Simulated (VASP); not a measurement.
Crystal: Fe.

```
CELL_PARAMETERS angstrom
0.00000 1.82600 1.82600
1.82600 0.00000 1.82600
1.82600 1.82600 0.00000
ATOMIC_POSITIONS crystal
Fe 0.00000 0.00000 0.00000
```

Base run:

- Program: VASP 6.6.1
- Functional: PBE
- Potentials or basis: VASP PAW PBE potentials, release 64 (Fe)
- Cutoff: 520 eV
- k mesh: 12 × 12 × 12
- Occupations: fermi-dirac, width 0.1 eV
- Spin: collinear spin, ferromagnetic start
- Starting moments: [0.4] μB

Its results: pressure -32.3 GPa.

**Question.** After a change of settings the same cell gave: pressure -29.8 GPa; site moments Fe +0.57 μB. Which change was it?
A. moments at the start from [0.4] to [0.57]; fixed moment from none to 0.57 μB
B. further incar settings from ALGO = Normal; EDIFF = 1e-07; NBANDS = 14 to ALGO = Normal; EDIFF = 1e-06; NBANDS = 14; moments at the start from [0.4] to [4.0]
C. moments at the start from [0.4] to [4.53]; fixed moment from none to 4.53 μB

**Answer.** A.

Caveats: the total moment is fixed, so each spin has its own Fermi level (some runs).
